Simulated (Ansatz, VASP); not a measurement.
**One calculation of MgO, two programs**

```
Mg O
1.0
     0.00000    2.10384    2.10384
     2.10384    0.00000    2.10384
     2.10384    2.10384    0.00000
Mg O
1 1
Direct
  0.00000 0.00000 0.00000
  0.50000 0.50000 0.50000
```

Alike in both runs: functional r2SCAN; k mesh 12 × 12 × 12; occupations gaussian, width 0.02 eV; no spin polarisation.

Ansatz relaxed the structure, and its values are those at the end. VASP's run is a single point on that final structure, the one shown.

|  | VASP | Ansatz |
| --- | --- | --- |
| version | VASP 6.6.1 | Ansatz 0.2.0 |
| potentials or method | VASP PAW PBE potentials, release 64 (Mg, O), cutoff 520 eV | scalar-relativistic, plane waves, PAW |
| valence electrons in the cell | 8 | 16 |

```csv
,VASP,Ansatz,Ansatz less VASP
gap on the k mesh at the Fermi level (eV),5.64,5.68,+0.041
least direct gap on the mesh (eV),5.64,5.68,+0.041
pressure (GPa),-1.5,0.0,+1.52
```

VASP's potentials were made for PBE, not for r2SCAN. The functional is the same, so the differences come from potentials, cutoffs and numerics. VASP's potentials hold 8 valence electrons a cell and Ansatz's 16, so a difference there can come from the potentials and not from the codes.
